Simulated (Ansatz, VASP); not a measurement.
## One calculation of Be2CdO3, two programs

INCAR

```
ALGO = Normal
EDIFF = 1E-6
EDIFFG = -0.01
ENCUT = 600
GGA = PE
IBRION = 2
ISIF = 3
ISMEAR = 0
LASPH = True
LCHARG = False
LREAL = False
LWAVE = False
NELM = 100
NSW = 100
PREC = Accurate
SIGMA = 0.1
```

The input KPOINTS:

```
k-points
0
Gamma
  12 12 6
```

POSCAR

```
Be2CdO3
1.0
    3.2976533865      0.0000000000      0.0000000000
    0.0000000000      3.2976533865      0.0000000000
    0.0000000000      0.0000000000      7.1987406948
Be Cd O
2 1 3
Direct
    0.0000000000      0.5000000000      0.0000000000
    0.5000000000      0.0000000000      0.0000000000
    0.0000000000      0.0000000000      0.5000000000
    0.5000000000      0.5000000000      0.0000000000
    0.0000000000      0.0000000000      0.0000000000
    0.5000000000      0.5000000000      0.5000000000
```

Input for Ansatz:

```yaml
crystal:
  lattice:
    - [3.2976533865, 0.0, 0.0]
    - [0.0, 3.2976533865, 0.0]
    - [0.0, 0.0, 7.1987406948]
  atoms:
    - { symbol: Be, position: [0.0, 0.5, 0.0] }
    - { symbol: Be, position: [0.5, 0.0, 0.0] }
    - { symbol: Cd, position: [0.0, 0.0, 0.5] }
    - { symbol: O, position: [0.5, 0.5, 0.0] }
    - { symbol: O, position: [0.0, 0.0, 0.0] }
    - { symbol: O, position: [0.5, 0.5, 0.5] }
basis:
  ecutwfc: 420
kpoints:
  mp_grid: { grid: [12, 12, 6] }
hamiltonian:
  xc: pbe
scf:
  occupations: { method: gaussian, width: 0.1 }
output:
  forces: true
  stress: true
  eigenvalues: true
relax:
  adjacent_minimum: "off"
  f_tol: 0.01
  max_steps: 80
  cell: { stress_tol: 0.05 }
```

Change from the starting cell: species swapped into the Li3MnAs2 type (P-4m2, No. 115).

Alike in both runs: task relaxation of cell and atoms; functional PBE; k mesh 12 × 12 × 6; occupations gaussian, width 0.1 eV; no spin polarisation.

```csv
,VASP,Ansatz
version,VASP 6.6.1,Ansatz 0.2.0
potentials or method,"VASP PAW PBE potentials, release 64 (Be, Cd, O), cutoff 600 eV","scalar-relativistic, plane waves, PAW"
valence electrons in the cell,34,42
```

```tsv
	VASP	Ansatz	Ansatz less VASP
gap on the k mesh at the Fermi level, each at its own relaxed structure (eV)	none	none	-
relaxed volume (Å³/atom)	13.07	13.75	+0.680
relaxed length of the cell vector where the two differ most in proportion (Å)	7.199	7.595	+0.3957
```

A gap of «none» marks a metal or a gap that the smearing closes. One of these differences is far larger than is usual between the two programs; its cause wasn't traced. VASP's potentials hold 34 valence electrons a cell and Ansatz's 42, so a difference there can come from the potentials and not from the codes.
